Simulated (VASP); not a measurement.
CdSi2:

```
Cd Si
1.0
     3.42629    0.00000    0.00000
    -1.71314    2.96725    0.00000
     0.00000    0.00000    8.81286
Cd Si
2 4
Direct
  0.33333 0.66667 0.25000
  0.66667 0.33333 0.75000
  0.33333 0.66667 0.95205
  0.66667 0.33333 0.04795
  0.66667 0.33333 0.45205
  0.33333 0.66667 0.54795
```

The cell was generated, and may not be a known phase.

```yaml
Program: VASP 6.6.1
Task: relaxation of cell and atoms
Functional: PBE
Potentials_or_basis: VASP PAW PBE potentials, release 64 (Cd, Si)
Cutoff: 600 eV
k_mesh: 6 × 6 × 2
Occupations: gaussian, width 0.1 eV
Spin: no spin polarisation
```

At the start: pressure 48.0 GPa; volume 14.93 Å³/atom.

Problem. Where does the relaxation end?

Solution. Over 9 steps the energy falls by 698.1 meV/atom and the volume is 21.31 Å³/atom (+42.7 %); space group P6_3/mmc (No. 194, to 0.1 Å) before and after.

The path:
```
step  energy change (eV)  largest force (eV/Å)  pressure (GPa)  volume (Å³)
   1              0.0000                2.1620           47.96        89.60
   2             -2.2673                1.3014           -9.95       160.89
   3             -3.9880                0.7229            0.14       123.40
   4             -3.9891                0.6936            0.58       122.65
   5             -4.0705                0.4611            0.18       124.12
   6             -4.1574                0.0797           -0.33       127.67
   7             -4.1872                0.1056            0.16       127.40
   8             -4.1873                0.1045            0.14       127.40
   9             -4.1888                0.0087           -0.26       127.87
```

Final structure:
```yaml
crystal:
  lattice:
    - [3.74800, 0.00000, 0.00000]
    - [-1.87400, 3.24587, 0.00000]
    - [0.00000, 0.00000, 10.51048]
  atoms:
    - { symbol: Cd, position: [0.33333, 0.66667, 0.25000] }
    - { symbol: Cd, position: [0.66667, 0.33333, 0.75000] }
    - { symbol: Si, position: [0.33333, 0.66667, 0.95550] }
    - { symbol: Si, position: [0.66667, 0.33333, 0.04450] }
    - { symbol: Si, position: [0.66667, 0.33333, 0.45550] }
    - { symbol: Si, position: [0.33333, 0.66667, 0.54450] }
```

Caveat: the volume moved by over 15 % at a fixed basis, so the end points are rough.
